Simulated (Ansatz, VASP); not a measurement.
## PbO in VASP and in Ansatz

```
Pb O
1.0
     3.93466    0.00000    0.00000
     0.00000    3.93466    0.00000
     0.00000    0.00000    5.02200
Pb O
2 2
Direct
  0.00000 0.50000 0.23510
  0.50000 0.00000 0.76490
  0.00000 0.00000 0.00000
  0.50000 0.50000 0.00000
```

Change from the starting cell: equal xx and yy strain of -1 %, PAW files.

Alike in both runs: task electric field gradients; functional LDA; k mesh 7 × 7 × 6; occupations fermi-dirac, width 0.03 eV; no spin polarisation.

|  | VASP | Ansatz |
| --- | --- | --- |
| version | VASP 6.6.1 | Ansatz 0.2.0 |
| potentials or method | VASP PAW LDA potentials, release 64 (Pb_d, O) | PAW with Ansatz's default frozen-core files, scalar-relativistic |
| plane-wave cutoff (eV) | 520 | 420 |
| valence electrons in the cell | 40 | 40 |

|  | VASP | Ansatz | Ansatz less VASP |
| --- | --- | --- | --- |
| gap on the k mesh at the Fermi level (eV) | 1.39 | 1.42 | +0.024 |
| pressure (GPa) | 0.2 | 0.0 | -0.25 |
| traceless stress, the component that is largest in VASP (GPa) | -0.22 | -0.21 | +0.004 |
| rms of the force components (eV/Å) | 0.060 | 0.028 | -0.0319 |
| size of Vzz on the site where it differs most (V/Å²) | 239.4 | 231.7 | -7.71 |

LDA's correlation is that of Perdew and Zunger in VASP and of Perdew and Wang (1992) in Ansatz. Atom by atom the forces differ by 0.032 eV/Å (rms over components).

Neither program's run includes spin-orbit coupling.
